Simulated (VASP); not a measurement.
Crystal: Tl.

```
CELL_PARAMETERS angstrom
3.11688 0.00000 0.00000
0.00000 3.11688 0.00000
0.00000 0.00000 3.11688
ATOMIC_POSITIONS crystal
Tl 0.00000 0.00000 0.00000
```

| Property | Result |
| --- | --- |
| Program | VASP 6.6.1 |
| Task | relaxation of cell and atoms |
| Functional | LDA |
| Potentials or basis | VASP PAW LDA potentials, release 64 (Tl_d) |
| Cutoff | 600 eV |
| k mesh | 10 × 10 × 10 |
| Occupations | fermi-dirac, width 0.1 eV |
| Spin | no spin polarisation |

At the start: pressure -0.9 GPa; volume 30.28 Å³/atom.

Q: Where does the relaxation end?

A: Over 3 steps the energy falls by 2.6 meV/atom and the volume is 29.43 Å³/atom (-2.8 %); space group Pm-3m (No. 221, to 0.05 Å).

The path:
```tsv
step	energy change (eV)	largest force (eV/Å)	pressure (GPa)	volume (Å³)
1	0.0000	0.0000	-0.95	30.28
2	-0.0025	0.0000	-0.08	29.50
3	-0.0026	0.0000	0.01	29.43
```

Final structure:
```yaml
crystal:
  lattice:
    - [3.08755, 0.00000, 0.00000]
    - [0.00000, 3.08755, 0.00000]
    - [0.00000, 0.00000, 3.08755]
  atoms:
    - { symbol: Tl, position: [0.00000, 0.00000, 0.00000] }
```
